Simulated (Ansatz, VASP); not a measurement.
Two plane-wave programs on BeAu2S2

```
CELL_PARAMETERS angstrom
4.22038 0.00000 0.00000
0.00000 4.22038 0.00000
0.00000 0.00000 7.06943
ATOMIC_POSITIONS crystal
Be 0.00000 0.00000 0.50000
S 0.00000 0.00000 0.76773
S 0.00000 0.00000 0.23227
Au 0.50000 0.00000 0.00000
Au 0.00000 0.50000 0.00000
```

Alike in both runs: functional PBE; k mesh 10 × 10 × 6; occupations gaussian, width 0.1 eV; no spin polarisation.

Ansatz relaxed the structure, and its values are those at the end. VASP's run is a single point on that final structure, the one shown.

```csv
,VASP,Ansatz
version,VASP 6.6.1,Ansatz 0.2.0
potentials or method,"VASP PAW PBE potentials, release 64 (Be, S, Au), cutoff 520 eV","scalar-relativistic, plane waves, PAW"
valence electrons in the cell,36,52
```

Ansatz gave:

- gap on the k mesh at the Fermi level (eV): none
- pressure (GPa): 0.0

Task: What did VASP give for the same quantities?

Result: gap on the k mesh at the Fermi level (eV): none; pressure (GPa): -0.1.

A gap of «none» marks a metal or a gap that the smearing closes. VASP's potentials hold 36 valence electrons a cell and Ansatz's 52, so a difference there can come from the potentials and not from the codes.

Spin-orbit coupling is off throughout.
